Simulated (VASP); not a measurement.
# TiO2 (I4_1/amd) in VASP: a series of runs

The runs below take TiO2 through single point, with r2SCAN+U.

Program: VASP 6.6.1. These are calculated values, not measurements. Logs are shortened: lines on timing, memory, paths and dates and some standing lists are left out, and cuts for length are marked.

### Step 1. The cell of the first run

The structure is tetragonal, space group I4_1/amd (No. 141). The conventional cell has a = 3.797 Å, b = 3.797 Å, c = 8.937 Å, α = 90.00°, β = 90.00°, γ = 90.00°. Within 2.4 Å of Ti (site symmetry -4m2) lie 6 O at 1.84 to 1.94 Å. Within 2.4 Å of O (site symmetry 2mm) lie 3 Ti at 1.84 to 1.94 Å and 2 O at 2.39 Å.

### Step 2. Single point, r2SCAN+U (strain -0.0750 x Voigt [0, 0, 1, 0, 0, 0])

Contents of POSCAR:

```
TiO2
1.0
   -1.8983179345      1.8983179345      4.4683983284
    1.8983179345     -1.8983179345      4.4683983284
    1.8983179345      1.8983179345     -4.4683983284
Ti O
2 4
Direct
    0.0000000000      0.0000000000      0.0000000000
    0.7500000000      0.2500000000      0.5000000000
    0.2061136456      0.2061136456      0.0000000000
    0.9561136456      0.4561136456      0.5000000000
    0.5438863544      0.0438863544      0.5000000000
    0.7938863544      0.7938863544      0.0000000000
```

Contents of INCAR.step1:

```
  PREC = Accurate
  ENCUT = 520
  ISMEAR = 0
  SIGMA = 0.05
  LREAL = F
  LASPH = T
  NELM = 150
  LMAXMIX = 4
  LDAU = T
  LDAUTYPE = 2
  LDAUL = 2 -1
  LDAUU = 4 0
  LDAUJ = 0 0
  NBANDS = 33
  GGA = PE
  ALGO = Normal
  EDIFF = 1E-4
  LWAVE = T
  LCHARG = F
```

Contents of INCAR.step2:

```
  PREC = Accurate
  ENCUT = 520
  EDIFF = 1E-7
  ISMEAR = 0
  SIGMA = 0.05
  LREAL = F
  LASPH = T
  NELM = 150
  ALGO = Normal
  ISIF = 2
  LWAVE = F
  LCHARG = F
  LMAXMIX = 4
  LDAU = T
  LDAUTYPE = 2
  LDAUL = 2 -1
  LDAUU = 4 0
  LDAUJ = 0 0
  LDAUPRINT = 1
  METAGGA = R2SCAN
  LMIXTAU = T
  NBANDS = 33
  ISTART = 1
```

Contents of KPOINTS:

```
Automatic mesh
0
Gamma
  8 8 8
```

Potentials or basis: VASP PAW PBE potentials, release 64 (Ti_sv, O).

Run with:

```
> cat potpaw_PBE.64/Ti_sv/POTCAR potpaw_PBE.64/O/POTCAR > POTCAR
> cp INCAR.step1 INCAR
> mpirun -np 1 vasp_std > vasp.out
> cp INCAR.step2 INCAR
> mpirun -np 1 vasp_std > vasp.out
```

OUTCAR:

```text
PREC = Accurate
   ENCUT = 520
   EDIFF = 1E-7
   ISMEAR = 0
   LREAL = F
   LASPH = T
   NELM = 150
   ISIF = 2
   METAGGA = R2SCAN
   ISTART = 1

 ion  position               nearest neighbor table
   1  0.000  0.000  0.000-   3 1.84   6 1.84   4 1.94   5 1.94   5 1.94   4 1.94
   2  0.750  0.250  0.500-   4 1.84   5 1.84   6 1.94   3 1.94   6 1.94   3 1.94
   3  0.206  0.206  0.000-   1 1.84   2 1.94   2 1.94
   4  0.956  0.456  0.500-   2 1.84   1 1.94   1 1.94
   5  0.544  0.044  0.500-   2 1.84   1 1.94   1 1.94
   6  0.794  0.794  0.000-   1 1.84   2 1.94   2 1.94

  LATTYP: Found a body centered tetragonal cell.
 ALAT       =     3.7966358690
 C/A-ratio  =     2.3538724716

  Lattice vectors:

 A1 = (  -1.8983179345,   1.8983179345,   4.4683983284)
 A2 = (   1.8983179345,  -1.8983179345,   4.4683983284)
 A3 = (   1.8983179345,   1.8983179345,  -4.4683983284)

Analysis of symmetry for initial positions (statically):
=====================================================================
 Subroutine PRICEL returns:
 Original cell was already a primitive cell.

 Routine SETGRP: Setting up the symmetry group for a
 body centered tetragonal supercell.

 Subroutine GETGRP returns: Found 16 space group operations
 (whereof  8 operations were pure point group operations)
 out of a pool of 16 trial point group operations.

The static configuration has the point symmetry D_2d.
 The point group associated with its full space group is D_4h.

Analysis of symmetry for dynamics (positions and initial velocities):
=====================================================================
 Subroutine PRICEL returns:
 Original cell was already a primitive cell.

 Routine SETGRP: Setting up the symmetry group for a
 body centered tetragonal supercell.

 Subroutine GETGRP returns: Found 16 space group operations
[... 195 lines left out ...]
 -0.0000 -0.0000  0.3036 -0.0000 -0.0000
 -0.0000 -0.0000 -0.0000  0.1073  0.0000
 -0.0000 -0.0000 -0.0000  0.0000  0.2365

spin component  2

  0.0849 -0.0000 -0.0000 -0.0000 -0.0000
 -0.0000  0.1073 -0.0000 -0.0000 -0.0000
 -0.0000 -0.0000  0.3036 -0.0000 -0.0000
 -0.0000 -0.0000 -0.0000  0.1073  0.0000
 -0.0000 -0.0000 -0.0000  0.0000  0.2365

 occupancies and eigenvectors

  o =  0.0849  v =  1.0000  0.0000  0.0000  0.0000  0.0000  0.0000  0.0000  0.0000  0.0000  0.0000      0.0000  0.0000  0.0000  0.0000  0.0000  0.0000  0.0000  0.0000  0.0000  0.0000
  o =  0.0849  v =  0.0000  0.0000  0.0000  0.0000  0.0000  1.0000  0.0000  0.0000  0.0000  0.0000      0.0000  0.0000  0.0000  0.0000  0.0000  0.0000  0.0000  0.0000  0.0000  0.0000
  o =  0.1073  v =  0.0000 -0.9566 -0.0000 -0.2914 -0.0000  0.0000  0.0000  0.0000  0.0000  0.0000      0.0000  0.0000  0.0000  0.0000  0.0000  0.0000  0.0000  0.0000  0.0000  0.0000
  o =  0.1073  v =  0.0000  0.0000  0.0000  0.0000  0.0000  0.0000 -0.9566 -0.0000 -0.2914 -0.0000      0.0000  0.0000  0.0000  0.0000  0.0000  0.0000  0.0000  0.0000  0.0000  0.0000
  o =  0.1073  v =  0.0000 -0.2914 -0.0000  0.9566 -0.0000  0.0000  0.0000  0.0000  0.0000  0.0000      0.0000  0.0000  0.0000  0.0000  0.0000  0.0000  0.0000  0.0000  0.0000  0.0000
  o =  0.1073  v =  0.0000  0.0000  0.0000  0.0000  0.0000  0.0000 -0.2914 -0.0000  0.9566 -0.0000      0.0000  0.0000  0.0000  0.0000  0.0000  0.0000  0.0000  0.0000  0.0000  0.0000
  o =  0.2365  v =  0.0000  0.0000  0.0000  0.0000  0.0000  0.0000 -0.0000 -0.0000 -0.0000  1.0000      0.0000  0.0000  0.0000  0.0000  0.0000  0.0000  0.0000  0.0000  0.0000  0.0000
  o =  0.2365  v =  0.0000 -0.0000 -0.0000 -0.0000  1.0000  0.0000  0.0000  0.0000  0.0000  0.0000      0.0000  0.0000  0.0000  0.0000  0.0000  0.0000  0.0000  0.0000  0.0000  0.0000
  o =  0.3036  v =  0.0000  0.0000  0.0000  0.0000  0.0000  0.0000 -0.0000 -1.0000  0.0000 -0.0000      0.0000  0.0000  0.0000  0.0000  0.0000  0.0000  0.0000  0.0000  0.0000  0.0000
  o =  0.3036  v =  0.0000 -0.0000 -1.0000  0.0000 -0.0000  0.0000  0.0000  0.0000  0.0000  0.0000      0.0000  0.0000  0.0000  0.0000  0.0000  0.0000  0.0000  0.0000  0.0000  0.0000

 number of electron      47.9999995 magnetization

 Free energy of the ion-electron system (eV)
  ---------------------------------------------------
  ext. energy  EPLUGINS =         0.00000000
  ---------------------------------------------------
  free energy    TOTEN  =       -63.75680558 eV

  energy without entropy =      -63.75680558  energy(sigma->0) =      -63.75680558

 E-fermi :   3.8175     XC(G=0): -11.7637

 val. band max:        3.5932806471   @ k =   0.5000   0.5000  -0.0000
 cond. band min:       7.0406867445   @ k =   0.0000   0.0000   0.0000
 fundamental gap:      3.4474060974
 Fermi energy:         3.8174869885

 k-point     1 :       0.0000    0.0000    0.0000
  band No.  band energies     occupation
      1     -55.4054      2.00000
      2     -55.3087      2.00000
      3     -30.9891      2.00000
      4     -30.5679      2.00000
      5     -30.5679      2.00000
      6     -30.4536      2.00000
[... 853 lines left out ...]
     32      11.6143      0.00000
     33      12.0724      0.00000

 [... further k-points ...]

------------------------ aborting loop because EDIFF is reached ----------------------------------------

  FORCE on cell =-STRESS in cart. coord.  units (eV):
  Direction    XX          YY          ZZ          XY          YZ          ZX
  --------------------------------------------------------------------------------------
  -------------------------------------------------------------------------------------
  Total        7.2288146      7.2288146     22.3299111      0.0000000      0.0000000      0.0000000
  in kB      179.8158181    179.8158181    555.4536207      0.0000000      0.0000000      0.0000000
  external PRESSURE =     305.0284190 kB  Pullay stress =       0.0000000 kB

 VOLUME and BASIS-vectors are now :
 -----------------------------------------------------------------------------
  energy-cutoff  :      520.00
  volume of cell :       64.41
      direct lattice vectors                 reciprocal lattice vectors
    -1.898317935  1.898317935  4.468398328     0.000000000  0.263391074  0.111896918
     1.898317935 -1.898317935  4.468398328     0.263391074  0.000000000  0.111896918
     1.898317935  1.898317935 -4.468398328     0.263391074  0.263391074  0.000000000

 POSITION                                       TOTAL-FORCE (eV/Angst)
 -----------------------------------------------------------------------------------
      0.00000      0.00000      0.00000        -0.000000     -0.000000     -0.000000
     -0.00000      1.89832      2.23420        -0.000000     -0.000000     -0.000000
      0.00000      0.00000      1.84200         0.000000      0.000000      2.593517
      0.00000      1.89832      4.07619         0.000000      0.000000      2.593517
     -0.00000      1.89832      0.39220         0.000000      0.000000     -2.593517
      0.00000      0.00000      7.09480        -0.000000     -0.000000     -2.593517
 -----------------------------------------------------------------------------------
    total drift:                               -0.000000      0.000000     -0.000000

  FREE ENERGIE OF THE ION-ELECTRON SYSTEM (eV)
  ---------------------------------------------------
  free  energy   TOTEN  =       -63.7568055842 eV

  energy  without entropy=      -63.7568055842  energy(sigma->0) =      -63.75680558
```

OUTCAR.step1:

```text
PREC = Accurate
   ENCUT = 520
   ISMEAR = 0
   LREAL = F
[... 1107 lines left out ...]
      0.00000      0.00000      1.84200         0.000000      0.000000      2.614880
      0.00000      1.89832      4.07619        -0.000000     -0.000000      2.614880
     -0.00000      1.89832      0.39220         0.000000      0.000000     -2.614880
      0.00000      0.00000      7.09480         0.000000      0.000000     -2.614880
 -----------------------------------------------------------------------------------
    total drift:                               -0.000000      0.000000     -0.000000

  FREE ENERGIE OF THE ION-ELECTRON SYSTEM (eV)
  ---------------------------------------------------
  free  energy   TOTEN  =       -47.4354898106 eV

  energy  without entropy=      -47.4354898106  energy(sigma->0) =      -47.43548981
```

OSZICAR.step1:

```text
N       E                     dE             d eps       ncg     rms          rms(c)
DAV:   1     0.682089843452E+03    0.68209E+03   -0.24241E+04  3895   0.171E+03
DAV:   2     0.333596964880E+02   -0.64873E+03   -0.60592E+03  4254   0.516E+02
DAV:   3    -0.606240372686E+02   -0.93984E+02   -0.92572E+02  5432   0.192E+02
DAV:   4    -0.655745149413E+02   -0.49505E+01   -0.49405E+01  5770   0.421E+01
DAV:   5    -0.657373984477E+02   -0.16288E+00   -0.16286E+00  4912   0.625E+00    0.359E+01
DAV:   6    -0.465553673700E+02    0.19182E+02   -0.76989E+01  5281   0.942E+01    0.939E+00
DAV:   7    -0.474061660302E+02   -0.85080E+00   -0.12167E+01  5212   0.231E+01    0.930E+00
DAV:   8    -0.473738256951E+02    0.32340E-01   -0.66892E-01  5545   0.671E+00    0.459E+00
DAV:   9    -0.474378389649E+02   -0.64013E-01   -0.32562E-01  4837   0.415E+00    0.100E+00
DAV:  10    -0.474377609794E+02    0.77985E-04   -0.62645E-02  5590   0.162E+00    0.646E-01
DAV:  11    -0.474356752219E+02    0.20858E-02   -0.80821E-03  4809   0.124E+00    0.119E-01
DAV:  12    -0.474356173416E+02    0.57880E-04   -0.17941E-03  5452   0.359E-01    0.103E-01
DAV:  13    -0.474354844549E+02    0.13289E-03   -0.60045E-04  4396   0.210E-01    0.226E-02
DAV:  14    -0.474354898106E+02   -0.53557E-05   -0.68037E-05  2318   0.106E-01
   1 F= -.47435490E+02 E0= -.47435490E+02  d E =-.281558E-17
```

Run time: 21 min. Hardware: 1 thread of Oxide Virtual Turin-like, shared host; peak memory 0.28 GiB.

What came out:

| Property | Result |
| --- | --- |
| Free energy | -63.7568 eV |
| Pressure | 30.5 GPa |
| Largest force | 2.594 eV/Å |
| Band gap on the k mesh | 3.45 eV (least direct gap 3.73 eV) |

Forces on the atoms (eV/Å):
```
Ti   0.000  0.000  0.000
Ti   0.000  0.000  0.000
O    0.000  0.000  2.594
O    0.000  0.000  2.594
O    0.000  0.000 -2.594
O    0.000  0.000 -2.594
```

Eigenvalues of the final occupation matrices:
```csv
site,spin,trace,eigenvalues
site 1 d,1,0.84,0.08 0.11 0.11 0.24 0.30
site 1 d,2,0.84,0.08 0.11 0.11 0.24 0.30
site 2 d,1,0.84,0.08 0.11 0.11 0.24 0.30
site 2 d,2,0.84,0.08 0.11 0.11 0.24 0.30
```

Caveat: the cell differs from its parent crystal (strain -0.0750 x Voigt [0, 0, 1, 0, 0, 0]); the stress differs along the axes, from 18 to 56 GPa; the PAW data sets were made with another functional, which shifts forces and pressure a little. A k mesh can miss the band edges.

### Step 3. Single point, r2SCAN+U (strain -0.0375 x Voigt [0, 0, 1, 0, 0, 0])

POSCAR, as its differences from that of step 2:

```diff
@@ -2,5 +2,5 @@
 1.0
-   -1.8983179345      1.8983179345      4.4683983284
-    1.8983179345     -1.8983179345      4.4683983284
-    1.8983179345      1.8983179345     -4.4683983284
+   -1.8983179345      1.8983179345      4.6495496120
+    1.8983179345     -1.8983179345      4.6495496120
+    1.8983179345      1.8983179345     -4.6495496120
 Ti O
```

Contents of INCAR.step1:

```
PREC = Accurate
ENCUT = 520
ISMEAR = 0
SIGMA = 0.05
LREAL = False
LASPH = True
NELM = 150
LMAXMIX = 4
LDAU = True
LDAUTYPE = 2
LDAUL = 2 -1
LDAUU = 4 0
LDAUJ = 0 0
NBANDS = 33
GGA = PE
ALGO = Normal
EDIFF = 1E-4
LWAVE = True
LCHARG = False
```

Contents of INCAR.step2:

```
PREC = Accurate
ENCUT = 520
EDIFF = 1E-6
ISMEAR = 0
SIGMA = 0.05
LREAL = False
LASPH = True
NELM = 150
ALGO = Normal
ISIF = 2
LWAVE = False
LCHARG = True
LMAXMIX = 4
LDAU = True
LDAUTYPE = 2
LDAUL = 2 -1
LDAUU = 4 0
LDAUJ = 0 0
LDAUPRINT = 1
METAGGA = R2SCAN
LMIXTAU = True
LELF = True
LVHAR = True
NBANDS = 33
ISTART = 1
```

KPOINTS is that of step 2.

Potentials or basis: VASP PAW PBE potentials, release 64 (Ti_sv, O).

Run with:

```
> cat potpaw_PBE.64/Ti_sv/POTCAR potpaw_PBE.64/O/POTCAR > POTCAR
> cp INCAR.step1 INCAR
> mpirun -np 1 vasp_std > vasp.out
> cp INCAR.step2 INCAR
> mpirun -np 1 vasp_std > vasp.out
```

Wall time 15 min (1 thread of Oxide Virtual Turin-like, shared host); peak memory 0.28 GiB.

The run converged. Its results:

```yaml
Free_energy: -64.4036 eV
Pressure: 15.8 GPa
Largest_force: 1.130 eV/Å
Band_gap_on_the_k_mesh: 3.33 eV (least direct gap 3.61 eV)
```

Forces on the atoms (eV/Å):
```
Ti   0.000  0.000  0.000
Ti   0.000  0.000  0.000
O    0.000  0.000  1.130
O    0.000  0.000  1.130
O    0.000  0.000 -1.130
O    0.000  0.000 -1.130
```

Stress tensor (GPa, compression positive):
```
11.22  0.00  0.00
 0.00 11.22  0.00
 0.00  0.00 25.06
```

Levels at points of the mesh, in eV from the valence-band top:
```
           k point  band 20  band 21  band 22  band 23  band 24  band 25  band 26  band 27  band 28  band 29
(0.00, 0.00, 0.00)    -0.67    -0.55    -0.55    -0.42    -0.42     3.33     4.24     5.25     5.25     5.30
(0.50, 0.00, 0.00)    -1.94    -1.82    -0.91    -0.71    -0.57     4.45     4.73     4.79     4.94     5.53
(0.50, 0.50, 0.00)    -2.64    -1.91    -1.91    -0.01    -0.01     4.64     4.64     5.04     5.04     6.11
(0.50, 0.50, 0.50)    -1.36    -1.15    -1.15    -0.05    -0.05     3.77     3.77     5.14     5.14     5.46
```

Eigenvalues of the final occupation matrices:
```tsv
site	spin	trace	eigenvalues
site 1 d	1	0.80	0.09 0.10 0.10 0.24 0.27
site 1 d	2	0.80	0.09 0.10 0.10 0.24 0.27
site 2 d	1	0.80	0.09 0.10 0.10 0.24 0.27
site 2 d	2	0.80	0.09 0.10 0.10 0.24 0.27
```

Caveat: the cell differs from its parent crystal (strain -0.0375 x Voigt [0, 0, 1, 0, 0, 0]); the stress differs along the axes, from 11 to 25 GPa; the PAW data sets were made with another functional, which shifts forces and pressure a little.
